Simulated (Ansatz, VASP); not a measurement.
# BaTiO3: VASP beside Ansatz

```xyz
5
Lattice="3.9841 -0.0598 -0.0598 -0.0852 2.7944 2.8032 -0.0001 -2.8797 2.8884" Properties=species:S:1:pos:R:3 pbc="T T T"
Ba    0.0000    0.0000    0.0000
Ti    1.9487   -0.0732    2.8609
O    -0.0420   -0.0420    2.8008
O     1.9491   -1.4873    4.2490
O     1.9073    1.2998    4.2072
```

Change from the starting cell: equal xy, yz and zx shear strains of -3 %.

Alike in both runs: task single point; functional PBEsol; k mesh 8 × 8 × 8; occupations fermi-dirac, width 0.05 eV; no spin polarisation.

```csv
,VASP,Ansatz
version,VASP 6.6.1,Ansatz 0.2.0
potentials or method,"VASP PAW PBE potentials, release 64 (Ba_sv, Ti_sv, O), cutoff 520 eV","all-electron LAPW, scalar-relativistic"
```

```csv
,VASP,Ansatz,Ansatz less VASP
pressure (GPa),-2.1,-4.0,-1.82
"traceless stress, the component that is largest in VASP (GPa)",3.77,3.64,-0.130
rms of the force components (eV/Å),0.102,0.106,+0.0041
```

VASP's potentials were made for PBE, not for PBEsol. Atom by atom the forces differ by 0.009 eV/Å (rms over components). Ansatz ran all-electron here, and VASP with PAW potentials.

Spin-orbit coupling is off throughout.
